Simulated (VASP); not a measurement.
Ce:

```
Ce
1.0
     1.54700    3.00350    0.00000
     1.54700   -3.00350    0.00000
     0.00000    0.00000   -5.24600
Ce
2
Direct
  0.10500 0.89500 0.75000
  0.89500 0.10500 0.25000
```

| Item | Value |
| --- | --- |
| Program | VASP 6.6.1 |
| Task | relaxation of cell and atoms |
| Functional | PBE |
| Potentials or basis | VASP PAW PBE potentials, release 64 (Ce) |
| Cutoff | 600 eV |
| k mesh | 6 × 6 × 4 |
| Occupations | fermi-dirac, width 0.1 eV |
| Spin | no spin polarisation |

At the start: pressure 3.9 GPa; volume 24.38 Å³/atom.

**Question.** Where does the relaxation end?

**Answer.** Over 11 steps the energy falls by 32.1 meV/atom and the volume is 26.59 Å³/atom (+9.1 %); space group Cmcm (No. 63, to 0.05 Å).

The path:
```tsv
step	energy change (eV)	largest force (eV/Å)	pressure (GPa)	volume (Å³)
1	0.0000	0.1249	3.92	48.75
2	-0.0592	0.0440	0.01	53.07
3	-0.0595	0.0368	-0.25	53.40
4	-0.0634	0.0304	-0.13	53.34
5	-0.0637	0.0270	-0.09	53.33
6	-0.0639	0.0284	0.01	53.20
7	-0.0640	0.0293	0.08	53.11
8	-0.0640	0.0296	0.11	53.08
9	-0.0642	0.0178	0.01	53.17
10	-0.0642	0.0116	-0.03	53.21
11	-0.0642	0.0022	0.00	53.18
```

Final structure:
```
Ce
1.0
     1.62780    3.08835    0.00000
     1.62780   -3.08835    0.00000
     0.00000    0.00000   -5.28912
Ce
2
Direct
  0.10207 0.89793 0.75000
  0.89793 0.10207 0.25000
```

Caveat: the k points lie up to 0.36 Å⁻¹ apart in the final cell.
